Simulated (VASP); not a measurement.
# MoW3 (P6/mmm) in VASP: single point with PBE

Aim: the single point of MoW3 with PBE.

Program: VASP 6.6.1. These are calculated values, not measurements. Logs are shortened: lines on timing, memory, paths and dates and some standing lists are left out, and cuts for length are marked.

### 1 The cell of the first run

It takes space group P6/mmm (No. 191, hexagonal). Conventional cell: a = 4.588 Å, b = 4.588 Å, c = 4.773 Å, α = 90.00°, β = 90.00°, γ = 120.00°. Within 3.2 Å of Mo (site symmetry 6/mmm) lie 8 W at 2.39 to 2.65 Å. W (site symmetry 6/mmm) has 2 Mo at 2.39 Å within 3.2 Å. Within 3.6 Å of W (site symmetry -6m2) lie 9 W at 2.65 to 3.57 Å and 3 Mo at 2.65 Å.

The cell was generated, and may not be a known phase.

### 2 Single point, PBE

INCAR reads:

```
PREC = Accurate ; ENCUT = 500
EDIFF = 1E-6 ; ISMEAR = 0
SIGMA = 0.2 ; LREAL = F
LASPH = T ; NELM = 120
ALGO = Normal ; ISIF = 2
LWAVE = F ; LCHARG = F
GGA = PE ; NBANDS = 36
GGA_COMPAT = F
```

KPOINTS reads:

```
Automatic mesh
0
Gamma
  5 5 4
```

POSCAR reads:

```
MoW3
1.0
    4.5884231487      0.0000000031      0.0000000000
   -2.2942115771      3.9736910085      0.0000000000
    0.0000000000      0.0000000000      4.7733128339
Mo W
1 3
Direct
    0.0000000000      0.0000000000      0.0000000000
    0.0000000000      0.0000000000      0.5000000000
    0.3333333333      0.6666666667      0.0000000000
    0.6666666667      0.3333333333      0.0000000000
```

Potentials or basis: VASP PAW PBE potentials, release 64 (Mo_sv, W_sv).

Run with:

```bash
$ cat potpaw_PBE.64/Mo_sv/POTCAR potpaw_PBE.64/W_sv/POTCAR > POTCAR
$ mpirun -np 1 vasp_std > vasp.out
```

OUTCAR:

```text
PREC = Accurate
   ENCUT = 500
   EDIFF = 1E-6
   ISMEAR = 0
   LREAL = F
   LASPH = T
   NELM = 120
   ISIF = 2
   GGA = PE

 ion  position               nearest neighbor table
   1  0.000  0.000  0.000-   2 2.39   2 2.39   4 2.65   3 2.65   4 2.65   3 2.65   4 2.65   3 2.65

   2  0.000  0.000  0.500-   1 2.39   1 2.39
   3  0.333  0.667  0.000-   4 2.65   4 2.65   1 2.65   1 2.65   1 2.65   4 2.65
   4  0.667  0.333  0.000-   3 2.65   3 2.65   1 2.65   1 2.65   1 2.65   3 2.65

  LATTYP: Found a hexagonal cell.
 ALAT       =     4.5884231487
 C/A-ratio  =     1.0402948201

  Lattice vectors:

 A1 = (   4.5884231487,   0.0000000031,   0.0000000000)
 A2 = (  -2.2942115771,   3.9736910085,   0.0000000000)
 A3 = (   0.0000000000,   0.0000000000,   4.7733128339)

Analysis of symmetry for initial positions (statically):
=====================================================================
 Subroutine PRICEL returns:
 Original cell was already a primitive cell.

 Routine SETGRP: Setting up the symmetry group for a
 hexagonal supercell.

 Subroutine GETGRP returns: Found 24 space group operations
 (whereof 24 operations were pure point group operations)
 out of a pool of 24 trial point group operations.

The static configuration has the point symmetry D_6h.

Analysis of symmetry for dynamics (positions and initial velocities):
=====================================================================
 Subroutine PRICEL returns:
 Original cell was already a primitive cell.

 Routine SETGRP: Setting up the symmetry group for a
 hexagonal supercell.

 Subroutine GETGRP returns: Found 24 space group operations
 (whereof 24 operations were pure point group operations)
 out of a pool of 24 trial point group operations.

The dynamic configuration has the point symmetry D_6h.

 Subroutine INISYM returns: Found 24 space group operations
 (whereof 24 operations are pure point group operations),
 and found     1 'primitive' translations

----------------------------------------------------------------------------------------

                                     Primitive cell

  volume of cell :      87.0317

  direct lattice vectors                    reciprocal lattice vectors
     4.588423149  0.000000003  0.000000000     0.217939795  0.125827599  0.000000000
    -2.294211577  3.973691008  0.000000000    -0.000000000  0.251655199  0.000000000
     0.000000000  0.000000000  4.773312834     0.000000000  0.000000000  0.209498106

  length of vectors
     4.588423149  4.588423149  4.773312834     0.251655199  0.251655199  0.209498106

  position of ions in fractional coordinates (direct lattice)
     0.000000000  0.000000000  0.000000000
     0.000000000  0.000000000  0.500000000
     0.333333333  0.666666667  0.000000000
     0.666666667  0.333333333  0.000000000

  ion indices of the primitive-cell ions
   primitive index   ion index
                 1           1
                 2           2
                 3           3
                 4           4

----------------------------------------------------------------------------------------

 KPOINTS: Automatic mesh

Automatic generation of k-mesh.
 Grid dimensions read from file:
 generate k-points for:    5    5    4

 Generating k-lattice:

  Cartesian coordinates                     Fractional coordinates (reciprocal lattice)
     0.043587959  0.025165520  0.000000000     0.200000000  0.000000000  0.000000000
    -0.000000000  0.050331040  0.000000000    -0.000000000  0.200000000  0.000000000
     0.000000000  0.000000000  0.052374527     0.000000000  0.000000000  0.250000000

  Length of vectors
     0.050331040  0.050331040  0.052374527

  Shift w.r.t. Gamma in fractional coordinates (k-lattice)
     0.000000000  0.000000000  0.000000000

 Subroutine IBZKPT returns following result:
 ===========================================

 Found     15 irreducible k-points:

 Following reciprocal coordinates:
            Coordinates               Weight
  0.000000  0.000000  0.000000      1.000000
  0.200000 -0.000000  0.000000      6.000000
  0.400000  0.000000  0.000000      6.000000
  0.200000  0.200000  0.000000      6.000000
  0.400000  0.200000  0.000000      6.000000
  0.000000  0.000000  0.250000      2.000000
  0.200000 -0.000000  0.250000     12.000000
  0.400000  0.000000  0.250000     12.000000
  0.200000  0.200000  0.250000     12.000000
  0.400000  0.200000  0.250000     12.000000
  0.000000  0.000000  0.500000      1.000000
  0.200000 -0.000000  0.500000      6.000000
  0.400000  0.000000  0.500000      6.000000
  0.200000  0.200000  0.500000      6.000000
  0.400000  0.200000  0.500000      6.000000
   k-points           NKPTS =     15   k-points in BZ     NKDIM =     15   number of bands    NBANDS=     36
   number of dos      NEDOS =    301   number of ions     NIONS =      4
   total plane-waves  NPLWV =  46656
   dimension x,y,z NGX =    36 NGY =   36 NGZ =   36
   dimension x,y,z NGXF=    72 NGYF=   72 NGZF=   72
   ions per type =               1   3
   NGX,Y,Z   is equivalent  to a cutoff of  13.04, 13.04, 12.54 a.u.
   NGXF,Y,Z  is equivalent  to a cutoff of  26.09, 26.09, 25.08 a.u.
 SYSTEM =  unknown system
   PREC   = accura    normal or accurate (medium, high low for compatibility)
   ISTART =      0    job   : 0-new  1-cont  2-samecut
   ICHARG =      2    charge: 1-file 2-atom 10-const
   ISPIN  =      1    spin polarized calculation?
   LNONCOLLINEAR =      F non collinear calculations
   LSORBIT =      F    spin-orbit coupling
   LASPH  =      T    aspherical Exc in radial PAW
   ENCUT  =  500.0 eV  36.75 Ry    6.06 a.u.   8.37  8.37  8.70*2*pi/ulx,y,z
   NELM   =    120;   NELMIN=  2; NELMDL= -5     # of ELM steps
   EDIFF  = 0.1E-05   stopping-criterion for ELM
   LREAL  =      F    real-space projection
   EDIFFG = 0.1E-04   stopping-criterion for IOM
   NSW    =      0    number of steps for IOM
   IBRION =     -1    ionic relax: 0-MD 1-quasi-New 2-CG
   NFREE  =      0    steps in history (QN), initial steepest desc. (CG)
   ISIF   =      2    stress and relaxation
   ISYM   =      2    0-nonsym 1-usesym 2-fastsym
   POTIM  = 0.5000    time-step for ionic-motion
   TEBEG  =    0.0;   TEEND  =   0.0 temperature during run
   PSTRESS=    0.0 pullay stress
   NELECT =      56.0000    total number of electrons
   NUPDOWN=      -1.0000    fix difference up-down
   EMIN   =  10.00;   EMAX   =-10.00  energy-range for DOS
   EFERMI =   0.00;   METHOD = LEGACY
   ISMEAR =     0;   SIGMA  =   0.20  broadening in eV -4-tet -1-fermi 0-gaus
   EFERMI_NEDOS =   21; number of points for ismear=-14 and -15
   IALGO  =     38    algorithm
   IMIX   =      4    mixing-type and parameters
     AMIX     =   0.40;   BMIX     =  1.00
     AMIX_MAG =   1.60;   BMIX_MAG =  1.00
  volume/ion in A,a.u.               =      21.76       146.83
  Fermi-wavevector in a.u.,A,eV,Ry     =   1.413335  2.670815 27.177841  1.997515
  Thomas-Fermi vector in A             =   2.534991
   LORBIT       =      0    0 simple, 1 ext, 2 COOP (PROOUT), +10 PAW based schemes
   GGA     = PE    functional components
   LHFCALC =     F    Hartree Fock is set to
   AEXX    =    0.0000 exact exchange contribution
   IVDW    =     0    specifies the selected vdW correction
   LEPSILON=     F    determine dielectric tensor
   LRPA    =     F    only Hartree local field effects (RPA)
 non-spin polarized calculation
 Gauss-broadening in eV      SIGMA  =   0.20
  energy-cutoff  :      500.00
  volume of cell :       87.03
 maximum number of plane-waves:      2250
 NGX is ok and might be reduce to    36
   NGX = 17   NGY = 17   NGZ = 17

 number of electron      55.9999997 magnetization

 Free energy of the ion-electron system (eV)
  ---------------------------------------------------
  ext. energy  EPLUGINS =         0.00000000
  ---------------------------------------------------
  free energy    TOTEN  =       -41.23234087 eV

  energy without entropy =      -41.13271708  energy(sigma->0) =      -41.18252897

 E-fermi :   7.3116     XC(G=0): -11.4742

 val. band max:        7.3085125643   @ k =   0.2000  -0.0000   0.5000
 cond. band min:       7.3139379819   @ k =   0.4000   0.2000   0.5000
 fundamental gap:      0.0054254176
 Fermi energy:         7.3115916648

 k-point     1 :       0.0000    0.0000    0.0000
  band No.  band energies     occupation
      1     -67.1917      2.00000
      2     -66.8046      2.00000
      3     -66.6717      2.00000
      4     -53.2644      2.00000
      5     -31.8647      2.00000
      6     -31.3291      2.00000
[... 28 lines left out ...]
     35       9.8483      0.00000
     36      10.3619      0.00000

 k-point     2 :       0.2000   -0.0000    0.0000
  band No.  band energies     occupation
      1     -67.1917      2.00000
      2     -66.7935      2.00000
      3     -66.6829      2.00000
      4     -53.2655      2.00000
      5     -31.8617      2.00000
      6     -31.3771      2.00000
[... 28 lines left out ...]
     35       9.8157      0.00000
     36      11.0747      0.00000

 k-point     3 :       0.4000    0.0000    0.0000
  band No.  band energies     occupation
      1     -67.1917      2.00000
      2     -66.7677      2.00000
      3     -66.7088      2.00000
      4     -53.2672      2.00000
      5     -31.8569      2.00000
      6     -31.4517      2.00000
[... 28 lines left out ...]
     35       9.6288      0.00000
     36      11.2260      0.00000
[... 391 lines left out ...]
 k-point    14 :       0.2000    0.2000    0.5000
  band No.  band energies     occupation
      1     -67.1913      2.00000
      2     -66.7741      2.00000
      3     -66.7024      2.00000
      4     -53.2749      2.00000
      5     -31.4746      2.00000
      6     -31.3835      2.00000
[... 28 lines left out ...]
     35       9.3522      0.00000
     36       9.5726      0.00000

 k-point    15 :       0.4000    0.2000    0.5000
  band No.  band energies     occupation
      1     -67.1913      2.00000
      2     -66.7520      2.00000
      3     -66.7246      2.00000
      4     -53.2758      2.00000
      5     -31.4764      2.00000
      6     -31.3957      2.00000
[... 28 lines left out ...]
     35       9.5678      0.00000
     36       9.8558      0.00000

------------------------ aborting loop because EDIFF is reached ----------------------------------------

  FORCE on cell =-STRESS in cart. coord.  units (eV):
  Direction    XX          YY          ZZ          XY          YZ          ZX
  --------------------------------------------------------------------------------------
  -------------------------------------------------------------------------------------
  Total        0.2523422      0.2523422      0.4971521     -0.0000000     -0.0000000      0.0000000
  in kB        4.6453989      4.6453989      9.1521354     -0.0000000     -0.0000000      0.0000000
  external PRESSURE =       6.1476444 kB  Pullay stress =       0.0000000 kB

 VOLUME and BASIS-vectors are now :
 -----------------------------------------------------------------------------
  energy-cutoff  :      500.00
  volume of cell :       87.03
      direct lattice vectors                 reciprocal lattice vectors
     4.588423149  0.000000003  0.000000000     0.217939795  0.125827599  0.000000000
    -2.294211577  3.973691008  0.000000000    -0.000000000  0.251655199  0.000000000
     0.000000000  0.000000000  4.773312834     0.000000000  0.000000000  0.209498106

 POSITION                                       TOTAL-FORCE (eV/Angst)
 -----------------------------------------------------------------------------------
      0.00000      0.00000      0.00000         0.000000     -0.000000      0.000000
      0.00000      0.00000      2.38666         0.000000     -0.000000      0.000000
     -0.00000      2.64913      0.00000         0.000000     -0.000000      0.000000
      2.29421      1.32456      0.00000        -0.000000      0.000000      0.000000
 -----------------------------------------------------------------------------------
    total drift:                                0.000000      0.000000      0.000000

  FREE ENERGIE OF THE ION-ELECTRON SYSTEM (eV)
  ---------------------------------------------------
  free  energy   TOTEN  =       -41.2323408657 eV

  energy  without entropy=      -41.1327170838  energy(sigma->0) =      -41.18252897
```

It took 80 s on 1 thread of Intel Xeon 8259CL, shared host; peak memory 0.19 GiB.

Results:

```yaml
Free_energy: -41.2323 eV
Pressure: 0.6 GPa
Band_gap_on_the_k_mesh: zero (bands 28 and 29 overlap by 1.01 eV)
```

Stress tensor (GPa, compression positive):
```
0.46 0.00 0.00
0.00 0.46 0.00
0.00 0.00 0.92
```

Caveat: spin-orbit coupling is left out, which moves the levels of the heavy elements.
